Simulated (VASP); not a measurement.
# YZn (Fm-3m) in VASP: further runs

The runs below take YZn through single point, relaxation of cell and atoms, with LDA.

Program: VASP 6.6.1. These are calculated values, not measurements. Logs are shortened: lines on timing, memory, paths and dates and some standing lists are left out, and cuts for length are marked.

## 1. The cell of the first run

It takes space group Fm-3m (No. 225, cubic). Conventional cell: a = 5.757 Å, b = 5.757 Å, c = 5.757 Å, α = 90.00°, β = 90.00°, γ = 90.00°. Y (site symmetry m-3m) has 6 Zn at 2.88 Å within 3.8 Å. Within 3.8 Å of Zn (site symmetry m-3m) lie 6 Y at 2.88 Å.

## 2. Single point, LDA

Input file INCAR:

```
SYSTEM = YZn
ALGO = Normal
EDIFF = 1E-7
ENCUT = 520
GGA = CA
ISIF = 2
ISMEAR = -1
LASPH = .True.
LCHARG = .False.
LREAL = .False.
LWAVE = .False.
NBANDS = 18
NELM = 100
PREC = Accurate
SIGMA = 0.05
```

Input file KPOINTS:

```
k-points
0
Gamma
  6 6 6
  0 0 0
```

Input file POSCAR:

```
YZn
1.0
    0.0000000000      2.8786460348      2.8786460348
    2.8786460348      0.0000000000      2.8786460348
    2.8786460348      2.8786460348      0.0000000000
Y Zn
1 1
Direct
    0.0000000000      0.0000000000      0.0000000000
    0.5000000000      0.5000000000      0.5000000000
```

Potentials or basis: VASP PAW LDA potentials, release 64 (Y_sv, Zn).

Launch:

```
cat potpaw_LDA.64/Y_sv/POTCAR potpaw_LDA.64/Zn/POTCAR > POTCAR
mpirun -np 1 vasp_std > vasp.out
```

OUTCAR:

```text
SYSTEM = YZn
   EDIFF = 1E-7
   ENCUT = 520
   GGA = CA
   ISIF = 2
   ISMEAR = -1
   LASPH = .True.
   LREAL = .False.
   NELM = 100
   PREC = Accurate

 ion  position               nearest neighbor table
   1  0.000  0.000  0.000-   2 2.88   2 2.88   2 2.88   2 2.88   2 2.88   2 2.88
   2  0.500  0.500  0.500-   1 2.88   1 2.88   1 2.88   1 2.88   1 2.88   1 2.88

  LATTYP: Found a face centered cubic cell.
 ALAT       =     5.7572920696

  Lattice vectors:

 A1 = (   0.0000000000,   2.8786460348,   2.8786460348)
 A2 = (   2.8786460348,   0.0000000000,   2.8786460348)
 A3 = (   2.8786460348,   2.8786460348,   0.0000000000)

Analysis of symmetry for initial positions (statically):
=====================================================================
 Subroutine PRICEL returns:
 Original cell was already a primitive cell.

 Routine SETGRP: Setting up the symmetry group for a
 face centered cubic supercell.

 Subroutine GETGRP returns: Found 48 space group operations
 (whereof 48 operations were pure point group operations)
 out of a pool of 48 trial point group operations.

The static configuration has the point symmetry O_h .

Analysis of symmetry for dynamics (positions and initial velocities):
=====================================================================
 Subroutine PRICEL returns:
 Original cell was already a primitive cell.

 Routine SETGRP: Setting up the symmetry group for a
 face centered cubic supercell.

 Subroutine GETGRP returns: Found 48 space group operations
 (whereof 48 operations were pure point group operations)
 out of a pool of 48 trial point group operations.

The dynamic configuration has the point symmetry O_h .

 Subroutine INISYM returns: Found 48 space group operations
 (whereof 48 operations are pure point group operations),
 and found     1 'primitive' translations

----------------------------------------------------------------------------------------

                                     Primitive cell

  volume of cell :      47.7084

  direct lattice vectors                    reciprocal lattice vectors
     0.000000000  2.878646035  2.878646035    -0.173692769  0.173692769  0.173692769
     2.878646035  0.000000000  2.878646035     0.173692769 -0.173692769  0.173692769
     2.878646035  2.878646035  0.000000000     0.173692769  0.173692769 -0.173692769

  length of vectors
     4.071020264  4.071020264  4.071020264     0.300844700  0.300844700  0.300844700

  position of ions in fractional coordinates (direct lattice)
     0.000000000  0.000000000  0.000000000
     0.500000000  0.500000000  0.500000000

  ion indices of the primitive-cell ions
   primitive index   ion index
                 1           1
                 2           2

----------------------------------------------------------------------------------------

 KPOINTS: k-points

Automatic generation of k-mesh.
 Grid dimensions read from file:
 generate k-points for:    6    6    6

 Generating k-lattice:

  Cartesian coordinates                     Fractional coordinates (reciprocal lattice)
    -0.028948795  0.028948795  0.028948795     0.166666667  0.000000000  0.000000000
     0.028948795 -0.028948795  0.028948795     0.000000000  0.166666667  0.000000000
     0.028948795  0.028948795 -0.028948795     0.000000000  0.000000000  0.166666667

  Length of vectors
     0.050140783  0.050140783  0.050140783

  Shift w.r.t. Gamma in fractional coordinates (k-lattice)
     0.000000000  0.000000000  0.000000000

 Subroutine IBZKPT returns following result:
 ===========================================

 Found     16 irreducible k-points:

 Following reciprocal coordinates:
            Coordinates               Weight
  0.000000  0.000000  0.000000      1.000000
  0.166667  0.000000  0.000000      8.000000
  0.333333  0.000000  0.000000      8.000000
  0.500000  0.000000  0.000000      4.000000
  0.166667  0.166667  0.000000      6.000000
  0.333333  0.166667  0.000000     24.000000
[... 8 lines left out ...]
 -0.333333  0.333333  0.166667     24.000000
 -0.333333  0.500000  0.166667     12.000000
   k-points           NKPTS =     16   k-points in BZ     NKDIM =     16   number of bands    NBANDS=     18
   number of dos      NEDOS =    301   number of ions     NIONS =      2
   total plane-waves  NPLWV =  27000
   dimension x,y,z NGX =    30 NGY =   30 NGZ =   30
   dimension x,y,z NGXF=    60 NGYF=   60 NGZF=   60
   ions per type =               1   1
   NGX,Y,Z   is equivalent  to a cutoff of  12.25, 12.25, 12.25 a.u.
   NGXF,Y,Z  is equivalent  to a cutoff of  24.50, 24.50, 24.50 a.u.
 SYSTEM =  YZn
   PREC   = accura    normal or accurate (medium, high low for compatibility)
   ISTART =      0    job   : 0-new  1-cont  2-samecut
   ICHARG =      2    charge: 1-file 2-atom 10-const
   ISPIN  =      1    spin polarized calculation?
   LNONCOLLINEAR =      F non collinear calculations
   LSORBIT =      F    spin-orbit coupling
   LASPH  =      T    aspherical Exc in radial PAW
   ENCUT  =  520.0 eV  38.22 Ry    6.18 a.u.   7.57  7.57  7.57*2*pi/ulx,y,z
   NELM   =    100;   NELMIN=  2; NELMDL= -5     # of ELM steps
   EDIFF  = 0.1E-06   stopping-criterion for ELM
   LREAL  =      F    real-space projection
   EDIFFG = 0.1E-05   stopping-criterion for IOM
   NSW    =      0    number of steps for IOM
   IBRION =     -1    ionic relax: 0-MD 1-quasi-New 2-CG
   NFREE  =      0    steps in history (QN), initial steepest desc. (CG)
   ISIF   =      2    stress and relaxation
   ISYM   =      2    0-nonsym 1-usesym 2-fastsym
   POTIM  = 0.5000    time-step for ionic-motion
   TEBEG  =    0.0;   TEEND  =   0.0 temperature during run
   PSTRESS=    0.0 pullay stress
   NELECT =      23.0000    total number of electrons
   NUPDOWN=      -1.0000    fix difference up-down
   EMIN   =  10.00;   EMAX   =-10.00  energy-range for DOS
   EFERMI =   0.00;   METHOD = LEGACY
   ISMEAR =    -1;   SIGMA  =   0.05  broadening in eV -4-tet -1-fermi 0-gaus
   EFERMI_NEDOS =   21; number of points for ismear=-14 and -15
   IALGO  =     38    algorithm
   IMIX   =      4    mixing-type and parameters
     AMIX     =   0.40;   BMIX     =  1.00
     AMIX_MAG =   1.60;   BMIX_MAG =  1.00
  volume/ion in A,a.u.               =      23.85       160.98
  Fermi-wavevector in a.u.,A,eV,Ry     =   1.283667  2.425780 22.419707  1.647802
  Thomas-Fermi vector in A             =   2.415907
   LORBIT       =      0    0 simple, 1 ext, 2 COOP (PROOUT), +10 PAW based schemes
   GGA     = CA    functional components
   LHFCALC =     F    Hartree Fock is set to
   AEXX    =    0.0000 exact exchange contribution
   IVDW    =     0    specifies the selected vdW correction
   LEPSILON=     F    determine dielectric tensor
   LRPA    =     F    only Hartree local field effects (RPA)
 non-spin polarized calculation
  energy-cutoff  :      520.00
  volume of cell :       47.71
 maximum number of plane-waves:      1303
   NGX = 15   NGY = 15   NGZ = 15

 number of electron      23.0000011 magnetization

 Free energy of the ion-electron system (eV)
  ---------------------------------------------------
  ext. energy  EPLUGINS =         0.00000000
  ---------------------------------------------------
  free energy    TOTEN  =        -8.92200565 eV

  energy without entropy =       -8.90150804  energy(sigma->0) =       -8.91175684

 E-fermi :   2.5059     XC(G=0): -10.3685

 val. band max:        2.4671453394   @ k =  -0.3333   0.1667   0.0000
 cond. band min:       2.5686343664   @ k =  -0.1667   0.1667   0.0000
 fundamental gap:      0.1014890270
 Fermi energy:         2.5058892196

 k-point     1 :       0.0000    0.0000    0.0000
  band No.  band energies     occupation
      1     -39.8133      2.00000
      2     -19.8676      2.00000
      3     -19.8676      2.00000
      4     -19.8676      2.00000
      5      -4.9297      2.00000
      6      -4.9297      2.00000
[... 10 lines left out ...]
     17       7.7810      0.00000
     18       7.7810      0.00000

 k-point     2 :       0.1667    0.0000    0.0000
  band No.  band energies     occupation
      1     -39.8099      2.00000
      2     -19.9176      2.00000
      3     -19.8753      2.00000
      4     -19.8753      2.00000
      5      -4.8939      2.00000
      6      -4.8939      2.00000
[... 10 lines left out ...]
     17       9.3248      0.00000
     18       9.3248      0.00000

 k-point     3 :       0.3333    0.0000    0.0000
  band No.  band energies     occupation
      1     -39.8030      2.00000
      2     -20.0156      2.00000
      3     -19.8906      2.00000
      4     -19.8906      2.00000
      5      -4.8223      2.00000
      6      -4.8223      2.00000
[... 10 lines left out ...]
     17      10.0372      0.00000
     18      11.5399      0.00000

 k-point     4 :       0.5000    0.0000    0.0000
  band No.  band energies     occupation
      1     -39.7996      2.00000
      2     -20.0636      2.00000
      3     -19.8982      2.00000
      4     -19.8982      2.00000
      5      -4.7884      2.00000
      6      -4.7884      2.00000
[... 10 lines left out ...]
     17       8.5786      0.00000
     18      11.3334      0.00000

 k-point     5 :       0.1667    0.1667    0.0000
  band No.  band energies     occupation
      1     -39.8088      2.00000
      2     -19.9180      2.00000
      3     -19.8848      2.00000
      4     -19.8848      2.00000
      5      -4.9155      2.00000
      6      -4.8775      2.00000
[... 10 lines left out ...]
     17       8.3154      0.00000
     18       8.9583      0.00000

 k-point     6 :       0.3333    0.1667    0.0000
  band No.  band energies     occupation
      1     -39.8031      2.00000
      2     -19.9873      2.00000
      3     -19.9023      2.00000
      4     -19.9010      2.00000
      5      -4.8728      2.00000
      6      -4.8411      2.00000
[... 10 lines left out ...]
     17       9.2261      0.00000
     18      10.4483      0.00000

 k-point     7 :       0.5000    0.1667    0.0000
  band No.  band energies     occupation
      1     -39.7986      2.00000
      2     -20.0418      2.00000
      3     -19.9239      2.00000
      4     -19.9076      2.00000
      5      -4.8147      2.00000
      6      -4.8068      2.00000
[... 10 lines left out ...]
     17       9.4943      0.00000
     18      10.0879      0.00000

 k-point     8 :      -0.3333    0.1667    0.0000
  band No.  band energies     occupation
      1     -39.7997      2.00000
      2     -20.0279      2.00000
      3     -19.9284      2.00000
      4     -19.8981      2.00000
      5      -4.8441      2.00000
      6      -4.7837      2.00000
[... 10 lines left out ...]
     17       9.4562      0.00000
     18       9.9496      0.00000

 k-point     9 :      -0.1667    0.1667    0.0000
  band No.  band energies     occupation
      1     -39.8054      2.00000
      2     -19.9660      2.00000
      3     -19.9044      2.00000
      4     -19.8819      2.00000
      5      -4.8877      2.00000
      6      -4.8262      2.00000
[... 10 lines left out ...]
     17       8.4938      0.00000
     18      11.5755      0.00000

 k-point    10 :       0.3333    0.3333    0.0000
  band No.  band energies     occupation
      1     -39.7999      2.00000
      2     -20.0036      2.00000
      3     -19.9189      2.00000
      4     -19.9189      2.00000
      5      -4.8874      2.00000
      6      -4.8872      2.00000
[... 10 lines left out ...]
     17       7.9530      0.00000
     18       9.8809      0.00000

 k-point    11 :       0.5000    0.3333    0.0000
  band No.  band energies     occupation
      1     -39.7966      2.00000
      2     -20.0235      2.00000
      3     -19.9487      2.00000
      4     -19.9264      2.00000
      5      -4.8712      2.00000
      6      -4.8628      2.00000
[... 10 lines left out ...]
     17       7.9895      0.00000
     18       8.9215      0.00000

 k-point    12 :      -0.3333    0.3333    0.0000
  band No.  band energies     occupation
      1     -39.7965      2.00000
      2     -19.9992      2.00000
      3     -19.9903      2.00000
      4     -19.9161      2.00000
      5      -4.8606      2.00000
      6      -4.8015      2.00000
[... 10 lines left out ...]
     17       8.0893      0.00000
     18       9.8611      0.00000

 k-point    13 :       0.5000    0.5000    0.0000
  band No.  band energies     occupation
      1     -39.7956      2.00000
      2     -20.0391      2.00000
      3     -19.9358      2.00000
      4     -19.9358      2.00000
      5      -4.9102      2.00000
      6      -4.8888      2.00000
[... 10 lines left out ...]
     17       6.8297      0.00000
     18       7.8070      0.00000

 k-point    14 :       0.5000    0.3333    0.1667
  band No.  band energies     occupation
      1     -39.7987      2.00000
      2     -20.0112      2.00000
      3     -19.9429      2.00000
      4     -19.9132      2.00000
      5      -4.8677      2.00000
      6      -4.8295      2.00000
[... 10 lines left out ...]
     17       8.0194      0.00000
     18      10.0403      0.00000

 k-point    15 :      -0.3333    0.3333    0.1667
  band No.  band energies     occupation
      1     -39.7965      2.00000
      2     -20.0153      2.00000
      3     -19.9657      2.00000
      4     -19.9245      2.00000
      5      -4.8590      2.00000
      6      -4.7994      2.00000
[... 10 lines left out ...]
     17       8.6355      0.00000
     18       9.3371      0.00000

 k-point    16 :      -0.3333    0.5000    0.1667
  band No.  band energies     occupation
      1     -39.7955      2.00000
      2     -20.0136      2.00000
      3     -19.9620      2.00000
      4     -19.9424      2.00000
      5      -4.8826      2.00000
      6      -4.8446      2.00000
[... 10 lines left out ...]
     17       7.0732      0.00000
     18       8.7665      0.00000

------------------------ aborting loop because EDIFF is reached ----------------------------------------

  FORCE on cell =-STRESS in cart. coord.  units (eV):
  Direction    XX          YY          ZZ          XY          YZ          ZX
  --------------------------------------------------------------------------------------
  -------------------------------------------------------------------------------------
  Total        0.0259581      0.0259581      0.0259581      0.0000000      0.0000000     -0.0000000
  in kB        0.8717433      0.8717433      0.8717433      0.0000000      0.0000000     -0.0000000
  external PRESSURE =       0.8717433 kB  Pullay stress =       0.0000000 kB

 VOLUME and BASIS-vectors are now :
 -----------------------------------------------------------------------------
  energy-cutoff  :      520.00
  volume of cell :       47.71
      direct lattice vectors                 reciprocal lattice vectors
     0.000000000  2.878646035  2.878646035    -0.173692769  0.173692769  0.173692769
     2.878646035  0.000000000  2.878646035     0.173692769 -0.173692769  0.173692769
     2.878646035  2.878646035  0.000000000     0.173692769  0.173692769 -0.173692769

 POSITION                                       TOTAL-FORCE (eV/Angst)
 -----------------------------------------------------------------------------------
      0.00000      0.00000      0.00000        -0.000000      0.000000      0.000000
      2.87865      2.87865      2.87865         0.000000     -0.000000     -0.000000
 -----------------------------------------------------------------------------------
    total drift:                                0.000000      0.000000      0.000000

  FREE ENERGIE OF THE ION-ELECTRON SYSTEM (eV)
  ---------------------------------------------------
  free  energy   TOTEN  =        -8.9220056471 eV

  energy  without entropy=       -8.9015080379  energy(sigma->0) =       -8.91175684
```

Run time: 35 s. Hardware: 1 thread of AMD EPYC 7R13, shared host; peak memory 0.14 GiB.

What came out:

- Free energy: -8.9220 eV
- Pressure: 0.1 GPa
- Band gap on the k mesh: zero (an odd number of electrons rules out a gap without spin polarisation)

## 3. Relaxation of cell and atoms, LDA

This run uses another cell than the first one, of 26.01 Å³/atom.

Input file INCAR:

```
PREC = Accurate
ENCUT = 600
EDIFF = 1E-6
ISMEAR = -1
SIGMA = 0.05
LREAL = False
LASPH = True
NELM = 100
ALGO = Normal
ISIF = 3
LWAVE = False
LCHARG = False
IBRION = 2
NSW = 60
EDIFFG = -0.01
```

Input file KPOINTS:

```
regular mesh
0
Gamma
  6 6 6
```

Input file POSCAR:

```
YZn
1.0
    0.0000000000      2.9629870000      2.9629870000
    2.9629870000      0.0000000000      2.9629870000
    2.9629870000      2.9629870000      0.0000000000
Y Zn
1 1
Direct
    0.0000000000      0.0000000000      0.0000000000
    0.5000000000      0.5000000000      0.5000000000
```

Potentials or basis: VASP PAW LDA potentials, release 64 (Y_sv, Zn).

Launch:

```
cat potpaw_LDA.64/Y_sv/POTCAR potpaw_LDA.64/Zn/POTCAR > POTCAR
mpirun -np 1 vasp_std > vasp.out
```

It took 1.9 min on 1 thread of AMD EPYC 7R13, shared host; peak memory 0.18 GiB.

The run converged. Its results:

- Free energy: -8.9225 eV
- Relaxed volume: 23.87 Å³/atom
- Relaxed cell: a = 4.072 Å, b = 4.072 Å, c = 4.072 Å, α = 60.00°, β = 60.00°, γ = 60.00°
- Space group after relaxing (to 0.1 Å): Fm-3m (No. 225)
- Energy gained by relaxing: 32.4 meV/atom
- Ionic steps: 3
- Pressure after relaxing: 0.0 GPa
- Band gap on the k mesh: zero (an odd number of electrons rules out a gap without spin polarisation)

Step by step:
| step | energy change (eV) | largest force (eV/Å) | pressure (GPa) | volume (Å³) |
| --- | --- | --- | --- | --- |
| 1 | 0.0000 | 0.0000 | -4.51 | 52.03 |
| 2 | -0.0600 | 0.0000 | 1.41 | 46.71 |
| 3 | -0.0648 | 0.0000 | 0.04 | 47.73 |

Final structure:
```cif
data_structure
_symmetry_space_group_name_H-M 'P 1'
_symmetry_Int_Tables_number 1
_cell_length_a 4.0717
_cell_length_b 4.0717
_cell_length_c 4.0717
_cell_angle_alpha 60.000
_cell_angle_beta 60.000
_cell_angle_gamma 60.000
_cell_volume 47.73
loop_
_atom_site_label
_atom_site_type_symbol
_atom_site_fract_x
_atom_site_fract_y
_atom_site_fract_z
_atom_site_occupancy
Y1 Y 0.00000 0.00000 0.00000 1
Zn1 Zn 0.50000 0.50000 0.50000 1
```

Levels at points of the mesh, in eV from the Fermi level:
| k point | band 9 | band 10 | band 11 | band 12 | band 13 | band 14 |
| --- | --- | --- | --- | --- | --- | --- |
| (0.00, 0.00, 0.00) | -7.33 | -6.68 | 1.78 | 1.78 | 1.78 | 2.91 |
| (0.50, 0.00, 0.00) | -7.23 | -3.43 | -2.80 | 0.11 | 0.11 | 3.73 |
| (0.50, 0.50, 0.00) | -7.20 | -4.39 | -0.65 | 0.09 | 2.74 | 2.74 |
